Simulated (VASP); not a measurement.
Wanted: the native input for a VASP 6.6.1 run.

```
Task                   : single point
Functional             : PBE
Potentials or basis    : VASP PAW PBE potentials, release 64 (Mg, Be, I)
Cutoff                 : 520 eV
k mesh                 : 8 × 8 × 1
Occupations            : gaussian, width 0.02 eV
Spin                   : no spin polarisation
Dipole correction      : no
Further INCAR settings : ALGO = Normal; EDIFF = 1e-07; NBANDS = 44
```

The structure of MgBeI4 lies in POSCAR:

```
MgBeI4
1.0
    4.0458759486      0.0000000000      0.0000000000
    0.0000000000      4.0458759486      0.0000000000
    0.0000000000      0.0000000000     30.0446880087
Mg Be I
2 2 8
Direct
    0.5000000000      0.5000000000      0.0000000000
    0.5000000000      0.5000000000      0.5000000000
    0.0000000000      0.0000000000      0.7500000000
    0.0000000000      0.0000000000      0.2500000000
    0.5000000000      0.0000000000      0.2026056565
    0.5000000000      0.0000000000      0.5649557671
    0.0000000000      0.5000000000      0.9350442329
    0.0000000000      0.5000000000      0.2973943435
    0.5000000000      0.0000000000      0.7973943435
    0.5000000000      0.0000000000      0.4350442329
    0.0000000000      0.5000000000      0.0649557671
    0.0000000000      0.5000000000      0.7026056565
```

One way to write it, as run:

INCAR

```
ALGO = Normal
EDIFF = 1E-7
ENCUT = 520
GGA = PE
ISIF = 2
ISMEAR = 0
LASPH = T
LCHARG = T
LELF = T
LREAL = F
LVHAR = T
LWAVE = F
NBANDS = 44
NELM = 100
PREC = Accurate
SIGMA = 0.02
```

KPOINTS

```
k-points
0
Gamma
  8 8 1
```

Potentials or basis: VASP PAW PBE potentials, release 64 (Mg, Be, I).

Launch:

```sh
$ cat potpaw_PBE.64/Mg/POTCAR potpaw_PBE.64/Be/POTCAR potpaw_PBE.64/I/POTCAR > POTCAR
$ mpirun -np 1 vasp_std > vasp.out
```

Results of the run:

```
Pressure               : 0.0 GPa
Largest force          : 0.013 eV/Å
Band gap on the k mesh : 2.05 eV (least direct gap 2.19 eV)
```

Caveat: spin-orbit coupling is left out, which moves the levels of the heavy elements; this functional lacks dispersion, which binds layers or chains, so the pressure and a relaxed spacing across them are unreliable.

It took 5.5 min on 1 thread of Intel(R) Xeon(R) 6975P-C (Granite Rapids), with other jobs on the host, peak memory 0.61 GiB.
